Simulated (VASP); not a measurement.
Here is a VASP 6.6.1 calculation.

POSCAR

```
Ti
1.0
    0.0000000000      2.1924000000      2.1924000000
    2.1924000000      0.0000000000      2.1924000000
    2.1924000000      2.1924000000      0.0000000000
Ti
1
Direct
    0.0000000000      0.0000000000      0.0000000000
```

INCAR.step1

```
PREC = Accurate
ENCUT = 520
ISMEAR = 0
SIGMA = 0.15
LREAL = F
LASPH = T
NELM = 100
NBANDS = 12
GGA = PE
ALGO = Normal
EDIFF = 1E-4
LWAVE = T
LCHARG = F
```

File INCAR.step2:

```
PREC = Accurate
ENCUT = 520
EDIFF = 1E-6
ISMEAR = 0
SIGMA = 0.15
LREAL = F
LASPH = T
NELM = 100
ALGO = Normal
ISIF = 2
LWAVE = F
LCHARG = F
METAGGA = R2SCAN
LMIXTAU = T
NBANDS = 12
ISTART = 1
```

Contents of KPOINTS:

```
Automatic mesh
0
Gamma
  20 20 20
```

Potentials or basis: VASP PAW PBE potentials, release 64 (Ti_sv).

Launch:

```console
$ cat potpaw_PBE.64/Ti_sv/POTCAR > POTCAR
$ cp INCAR.step1 INCAR
$ mpirun -np 1 vasp_std > vasp.out
$ cp INCAR.step2 INCAR
$ mpirun -np 1 vasp_std > vasp.out
```

(1) What does it give for the band gap on the k mesh?

(2) What does it give for the pressure?

## Answers

(1) zero (band 6 reaches 7.14 eV, above the bottom of band 7 at 5.96 eV).

(2) -15.3 GPa.

Caveat: the cell differs from its parent crystal (strain +0.080 along x and y, +0.080 along z); the PAW data sets were made with another functional, which shifts forces and pressure a little.
